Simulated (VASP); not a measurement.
# TaN (P6_3mc) in VASP: a series of runs, part 2 of 2

VASP 6.6.1.

### Step 3. Single point, PBEsol

This run uses another cell than the first one, of 9.95 Å³/atom, 1.063 times its volume.

The input, INCAR:

```
SYSTEM = TaN
PREC     = Accurate       ! precision mode
ENCUT    = 520            ! plane-wave cutoff, eV
EDIFF    = 1E-6           ! SCF threshold, eV
ISMEAR   = -1             ! smearing method
SIGMA    = 0.01           ! smearing width, eV
LREAL    = .FALSE.        ! projectors in reciprocal space
LASPH    = .TRUE.         ! aspherical terms in the spheres
NELM     = 80             ! most SCF steps
ALGO     = Normal         ! electronic algorithm
ISIF     = 2              ! what is computed and relaxed
LWAVE    = .FALSE.        ! write WAVECAR
LCHARG   = .FALSE.        ! write CHGCAR
GGA      = PS             ! functional
NBANDS   = 24             ! bands
```

The input, KPOINTS:

```
Automatic mesh
0
G
  9 9 5
  0 0 0
```

The input, POSCAR:

```
TaN
1.0
    3.0500010905      0.0000000000      0.0000000000
   -1.5250005453      2.6413784260      0.0000000000
    0.0000000000      0.0000000000      4.9400000000
Ta N
2 2
Direct
    0.3333333333      0.6666666667      0.0000000000
    0.6666666667      0.3333333333      0.5000000000
    0.3333333333      0.6666666667      0.3850000000
    0.6666666667      0.3333333333      0.8850000000
```

Potentials or basis: VASP PAW PBE potentials, release 64 (Ta_pv, N).

Run with:

```
cat potpaw_PBE.64/Ta_pv/POTCAR potpaw_PBE.64/N/POTCAR > POTCAR
mpirun -np 1 vasp_std > vasp.out
```

It took 15 s on 1 thread of Intel Xeon Platinum 8488C (Sapphire Rapids), shared host; peak memory 0.17 GiB.

The run converged. Its results:

| Item | Value |
| --- | --- |
| Free energy | -40.8140 eV |
| Pressure | 129.5 GPa |
| Largest force | 2.319 eV/Å |
| Band gap on the k mesh | zero (band 16 reaches 10.14 eV, above the bottom of band 17 at 7.93 eV) |

Forces on the atoms (eV/Å):
```
Ta   0.000  0.000  2.319
Ta   0.000  0.000  2.319
N    0.000  0.000 -2.319
N    0.000  0.000 -2.319
```

Stress tensor (GPa, compression positive):
```
137.89   0.00   0.00
  0.00 137.89   0.00
  0.00   0.00 112.75
```

Levels at points of the mesh, in eV from the Fermi level:
```
           k point  band 12  band 13  band 14  band 15  band 16  band 17  band 18  band 19  band 20  band 21
(0.00, 0.00, 0.00)    -7.87    -7.87    -7.54    -0.87    -0.87    -0.32     2.15     2.65     2.65     4.55
```

Caveat: the PAW data sets were made with another functional, which shifts forces and pressure a little; spin-orbit coupling is left out, which moves the levels of the heavy elements.

### Step 4. Single point, PBEsol (equal xx and yy strain of +1 %)

The input, INCAR:

```
SYSTEM = TaN
ALGO = Normal ; EDIFF = 1E-6
ENCUT = 520 ; GGA = PS
ISIF = 2 ; ISMEAR = -1
LASPH = .True. ; LCHARG = .False.
LREAL = .False. ; LWAVE = .False.
NBANDS = 24 ; NELM = 60
PREC = Accurate ; SIGMA = 0.01
```

The input, KPOINTS:

```
k-points
0
Gamma
  9 9 5
  0 0 0
```

POSCAR, as its differences from that of step 3:

```diff
@@ -2,4 +2,4 @@
 1.0
-    3.0500010905      0.0000000000      0.0000000000
-   -1.5250005453      2.6413784260      0.0000000000
+    3.0805011014      0.0000000000      0.0000000000
+   -1.5402505508      2.6677922103      0.0000000000
     0.0000000000      0.0000000000      4.9400000000
```

Run with:

```
cat potpaw_PBE.64/Ta_pv/POTCAR potpaw_PBE.64/N/POTCAR > POTCAR
mpirun -np 1 vasp_std > vasp.out
```

Run time: 39 s. Hardware: 1 thread of Intel Xeon 8259CL, shared host; peak memory 0.18 GiB.

It converged, with:

| Item | Value |
| --- | --- |
| Free energy | -41.4610 eV |
| Pressure | 115.0 GPa |
| Largest force | 1.706 eV/Å |
| Band gap on the k mesh | zero (band 16 reaches 9.89 eV, above the bottom of band 17 at 7.77 eV) |

Forces on the atoms (eV/Å):
```
Ta   0.000  0.000  1.706
Ta   0.000  0.000  1.706
N    0.000  0.000 -1.706
N    0.000  0.000 -1.706
```

Stress tensor (GPa, compression positive):
```
121.10   0.00   0.00
  0.00 121.10   0.00
  0.00   0.00 102.89
```

Levels at points of the mesh, in eV from the Fermi level:
| k point | band 14 | band 15 | band 16 | band 17 | band 18 | band 19 |
| --- | --- | --- | --- | --- | --- | --- |
| (0.00, 0.00, 0.00) | -7.43 | -0.89 | -0.89 | -0.34 | 2.06 | 2.59 |

Caveat: the cell differs from its parent crystal (equal xx and yy strain of +1 %); the PAW data sets were made with another functional, which shifts forces and pressure a little; spin-orbit coupling is left out, which moves the levels of the heavy elements.

### Step 5. Single point, PBEsol (volume scaled by 0.94)

The input, INCAR:

```
ALGO = Normal
EDIFF = 1E-6
ENCUT = 520
GGA = PS
ISIF = 2
ISMEAR = -1
LASPH = T
LCHARG = T
LELF = T
LREAL = F
LVHAR = T
LWAVE = F
NBANDS = 24
NELM = 80
PREC = Accurate
SIGMA = 0.01
```

The input, KPOINTS:

```
k-points
0
Gamma
  9 9 5
```

The input, POSCAR:

```
TaN
1.0
    2.9877386998      0.0000000000      0.0000000000
   -1.4938693500      2.5874576140      0.0000000000
    0.0000000000      0.0000000000      4.8391553770
Ta N
2 2
Direct
    0.3333333333      0.6666666667      0.0000000000
    0.6666666667      0.3333333333      0.5000000000
    0.3333333333      0.6666666667      0.3850000000
    0.6666666667      0.3333333333      0.8850000000
```

Potentials or basis: VASP PAW PBE potentials, release 64 (Ta_pv, N).

Run with:

```
cat potpaw_PBE.64/Ta_pv/POTCAR potpaw_PBE.64/N/POTCAR > POTCAR
mpirun -np 1 vasp_std > vasp.out
```

OUTCAR:

```text
EDIFF = 1E-6
   ENCUT = 520
   GGA = PS
   ISIF = 2
   ISMEAR = -1
   LASPH = T
   LREAL = F
   NELM = 80
   PREC = Accurate

 ion  position               nearest neighbor table
   1  0.333  0.667  0.000-   4 1.81   4 1.81   4 1.81   3 1.86   2 2.97   2 2.97   2 2.97   2 2.97
                             2 2.97   2 2.97
   2  0.667  0.333  0.500-   3 1.81   3 1.81   3 1.81   4 1.86   1 2.97   1 2.97   1 2.97   1 2.97
                             1 2.97   1 2.97
[... 846 lines left out ...]
     24      18.6883      0.00000

 [... further k-points ...]
[... 5 lines left out ...]
  --------------------------------------------------------------------------------------
  -------------------------------------------------------------------------------------
  Total       44.3591462     44.3591462     36.7227424     -0.0000000      0.0000000      0.0000000
  in kB     1899.8019871   1899.8019872   1572.7520682     -0.0000001      0.0000000      0.0000000
  external PRESSURE =    1790.7853475 kB  Pullay stress =       0.0000000 kB

 VOLUME and BASIS-vectors are now :
 -----------------------------------------------------------------------------
  energy-cutoff  :      520.00
  volume of cell :       37.41
      direct lattice vectors                 reciprocal lattice vectors
     2.987738700  0.000000000  0.000000000     0.334701291  0.193239880  0.000000000
    -1.493869350  2.587457614  0.000000000     0.000000000  0.386479761  0.000000000
     0.000000000  0.000000000  4.839155377     0.000000000  0.000000000  0.206647632

 POSITION                                       TOTAL-FORCE (eV/Angst)
 -----------------------------------------------------------------------------------
     -0.00000      1.72497      0.00000         0.000000      0.000000      2.437243
      1.49387      0.86249      2.41958         0.000000     -0.000000      2.437243
     -0.00000      1.72497      1.86307         0.000000     -0.000000     -2.437243
      1.49387      0.86249      4.28265        -0.000000      0.000000     -2.437243
 -----------------------------------------------------------------------------------
    total drift:                               -0.000000     -0.000000     -0.000407

  FREE ENERGIE OF THE ION-ELECTRON SYSTEM (eV)
  ---------------------------------------------------
  free  energy   TOTEN  =       -38.5265913655 eV

  energy  without entropy=      -38.5251034052  energy(sigma->0) =      -38.52584739
```

stdout:

```text
POSCAR found type information on POSCAR TaN
 POSCAR found :  2 types and       4 ions
 scaLAPACK will be used
 -----------------------------------------------------------------------------
|                                                                             |
|                                                                             |
|     You enforced a specific xc type in the INCAR file but a different       |
|     I HOPE YOU KNOW WHAT YOU ARE DOING!                                     |
|                                                                             |
 -----------------------------------------------------------------------------

 LDA part: xc-table for (Slater+PW92), standard interpolation
 POSCAR, INCAR and KPOINTS ok, starting setup
 FFT: planning ... GRIDC
 FFT: planning ... GRID_SOFT
 FFT: planning ... GRID
 WAVECAR not read
 entering main loop
```

It took 15 s on 1 thread of AMD EPYC 7R13, shared host; peak memory 0.17 GiB.

What came out:

| Quantity | Value |
| --- | --- |
| Free energy | -38.5266 eV |
| Pressure | 179.1 GPa |
| Largest force | 2.437 eV/Å |
| Band gap on the k mesh | zero (band 16 reaches 10.86 eV, above the bottom of band 17 at 8.50 eV) |

Forces in eV/Å, atoms in the order of the input:
```
Ta   0.000  0.000  2.437
Ta   0.000  0.000  2.437
N    0.000  0.000 -2.437
N    0.000  0.000 -2.437
```

Stress tensor (GPa, compression positive):
```
189.98   0.00   0.00
  0.00 189.98   0.00
  0.00   0.00 157.28
```

Caveat: the cell differs from its parent crystal (volume scaled by 0.94); the PAW data sets were made with another functional, which shifts forces and pressure a little; spin-orbit coupling is left out, which moves the levels of the heavy elements.

### Step 6. Summary

| cell | gap on the mesh (eV) | pressure (GPa) | largest force (eV/Å) |
| --- | --- | --- | --- |
| a = 2.959, b = 2.959, c = 4.940 Å, angles 90.0, 90.0, 120.0°, 4 atoms | none | 180.8 | 4.27 |
| a = 3.050, b = 3.050, c = 4.940 Å, angles 90.0, 90.0, 120.0°, 4 atoms | none | 129.5 | 2.32 |
| a = 3.081, b = 3.081, c = 4.940 Å, angles 90.0, 90.0, 120.0°, 4 atoms | none | 115.0 | 1.71 |
| a = 2.988, b = 2.988, c = 4.839 Å, angles 90.0, 90.0, 120.0°, 4 atoms | none | 179.1 | 2.44 |

Alike in all rows: task single point; level PBEsol; potentials or basis VASP PAW PBE potentials, release 64 (Ta_pv, N); no spin polarisation; k mesh 9 × 9 × 5; cutoff (eV) 520; smearing fermi-dirac 0.01 eV.

Caveats: the PAW data sets were made with another functional, which shifts forces and pressure a little; spin-orbit coupling is left out, which moves the levels of the heavy elements.

Total energies depend on the potentials used, so only differences within one code and one set of settings carry meaning.
